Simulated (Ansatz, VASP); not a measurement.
# Two plane-wave programs on Hf2H3

Contents of INCAR:

```
SYSTEM = Hf2H3
PREC     = Accurate       ! precision mode
ENCUT    = 600            ! plane-wave cutoff, eV
EDIFF    = 1E-7           ! SCF threshold, eV
ISMEAR   = 0              ! smearing method
SIGMA    = 0.1            ! smearing width, eV
LREAL    = .False.        ! projectors in reciprocal space
LASPH    = .True.         ! aspherical terms in the spheres
NELM     = 80             ! most SCF steps
ALGO     = Normal         ! electronic algorithm
ISIF     = 3              ! what is computed and relaxed
LWAVE    = .False.        ! write WAVECAR
LCHARG   = .False.        ! write CHGCAR
GGA      = PE             ! functional
IBRION   = 2              ! ionic algorithm
NSW      = 100            ! ionic steps
EDIFFG   = -0.01          ! ionic threshold
```

File KPOINTS:

```
Automatic mesh
0
Gamma
  10 10 10
  0 0 0
```

Contents of POSCAR:

```
Hf2H3
1.0
    3.7292425998      0.0000000000      0.0000000000
    0.0000000000      3.7292425998      0.0000000000
    0.0000000000      0.0000000000      3.7292425998
Hf H
2 3
Direct
    0.5000000000      0.5000000000      0.5000000000
    0.0000000000      0.0000000000      0.0000000000
    0.0000000000      0.5000000000      0.5000000000
    0.5000000000      0.0000000000      0.5000000000
    0.5000000000      0.5000000000      0.0000000000
```

Input for Ansatz:

```yaml
crystal:
  lattice:
    - [3.7292425998, 0.0, 0.0]
    - [0.0, 3.7292425998, 0.0]
    - [0.0, 0.0, 3.7292425998]
  atoms:
    - { symbol: Hf, position: [0.5, 0.5, 0.5] }
    - { symbol: Hf, position: [0.0, 0.0, 0.0] }
    - { symbol: H, position: [0.0, 0.5, 0.5] }
    - { symbol: H, position: [0.5, 0.0, 0.5] }
    - { symbol: H, position: [0.5, 0.5, 0.0] }
basis:
  ecutwfc: 420
kpoints:
  mp_grid: { grid: [10, 10, 10] }
hamiltonian:
  xc: pbe
scf:
  occupations: { method: gaussian, width: 0.1 }
output:
  forces: true
  stress: true
  eigenvalues: true
relax:
  adjacent_minimum: "off"
  f_tol: 0.01
  max_steps: 80
  cell: { stress_tol: 0.05 }
```

Alike in both runs: task relaxation of cell and atoms; functional PBE; k mesh 10 × 10 × 10; occupations gaussian, width 0.1 eV; no spin polarisation.

```csv
,VASP,Ansatz
version,VASP 6.6.1,Ansatz 0.2.0
potentials or method,"VASP PAW PBE potentials, release 64 (Hf_pv, H), cutoff 600 eV","scalar-relativistic, plane waves, PAW"
valence electrons in the cell,23,55
```

```csv
,VASP,Ansatz,Ansatz less VASP
"gap on the k mesh at the Fermi level, each at its own relaxed structure (eV)",none,none,-
relaxed volume (Å³/atom),10.32,10.35,+0.028
relaxed cell length with the largest relative difference (Å),3.723,3.727,+0.0034
```

A gap of «none» marks a metal or a gap that the smearing closes. VASP's potentials hold 23 valence electrons a cell and Ansatz's 55, so a difference there can come from the potentials and not from the codes.

Neither program's run includes spin-orbit coupling.
